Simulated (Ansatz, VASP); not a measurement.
## HfTi3N4: VASP beside Ansatz

```
Hf Ti N
1.0
     4.34186    0.00000    0.00000
     0.00000    4.34186    0.00000
     0.00000    0.00000    4.34186
Hf Ti N
1 3 4
Direct
  0.00000 0.00000 0.00000
  0.50000 0.00000 0.50000
  0.00000 0.50000 0.50000
  0.50000 0.50000 0.00000
  0.50000 0.50000 0.50000
  0.00000 0.50000 0.00000
  0.50000 0.00000 0.00000
  0.00000 0.00000 0.50000
```

Alike in both runs: task relaxation of cell and atoms; functional PBE; k mesh 10 × 10 × 10; occupations gaussian, width 0.1 eV; no spin polarisation.

|  | VASP | Ansatz |
| --- | --- | --- |
| version | VASP 6.6.1 | Ansatz 0.2.0 |
| potentials or method | VASP PAW PBE potentials, release 64 (Hf_pv, Ti_sv, N), cutoff 600 eV | scalar-relativistic, plane waves, PAW |
| valence electrons in the cell | 66 | 82 |

Ansatz gave:

```
gap on the k mesh at the Fermi level, each at its own relaxed structure (eV)  : none
relaxed volume (Å³/atom)                                                      : 10.23
relaxed length of the cell vector where the two differ most in proportion (Å) : 4.342
```

Task: Estimate VASP's values.

Result: gap on the k mesh at the Fermi level, each at its own relaxed structure (eV): none; relaxed volume (Å³/atom): 10.21; relaxed length of the cell vector where the two differ most in proportion (Å): 4.339.

A gap of «none» marks a metal or a gap that the smearing closes. VASP's potentials hold 66 valence electrons a cell and Ansatz's 82, so a difference there can come from the potentials and not from the codes.

Neither program's run includes spin-orbit coupling.
